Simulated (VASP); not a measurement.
A run of VASP 6.6.1 is set up as follows.

Contents of INCAR:

```
SYSTEM = TiC
PREC = Accurate ; ENCUT = 600
EDIFF = 1E-6 ; ISMEAR = -1
SIGMA = 0.15 ; LREAL = .False.
LASPH = .True. ; NELM = 120
ALGO = Normal ; ISIF = 2
LWAVE = .False. ; LCHARG = .True.
GGA = PS ; LELF = .True.
LVHAR = .True. ; NBANDS = 15
GGA_COMPAT = .False.
```

Contents of KPOINTS:

```
regular mesh
0
Gamma
  11 11 11
  0 0 0
```

File POSCAR:

```
TiC
1.0
    0.0000000000      2.2424305028      2.2424305028
    2.2424305028      0.0000000000      2.2424305028
    2.2424305028      2.2424305028      0.0000000000
Ti C
1 1
Direct
    0.0000000000      0.0000000000      0.0000000000
    0.5000000000      0.5000000000      0.5000000000
```

Potentials or basis: VASP PAW PBE potentials, release 64 (Ti_sv, C).

Run with:

```console
$ cat potpaw_PBE.64/Ti_sv/POTCAR potpaw_PBE.64/C/POTCAR > POTCAR
$ mpirun -np 1 vasp_std > vasp.out
```

Task: Predict the band gap on the k mesh.

Result: Zero (band 8 reaches 8.74 eV, above the bottom of band 9 at 7.73 eV).

Task: What does it give for the pressure?

Result: -26.6 GPa.

Caveat: the PAW data sets were made with another functional, which shifts forces and pressure a little.
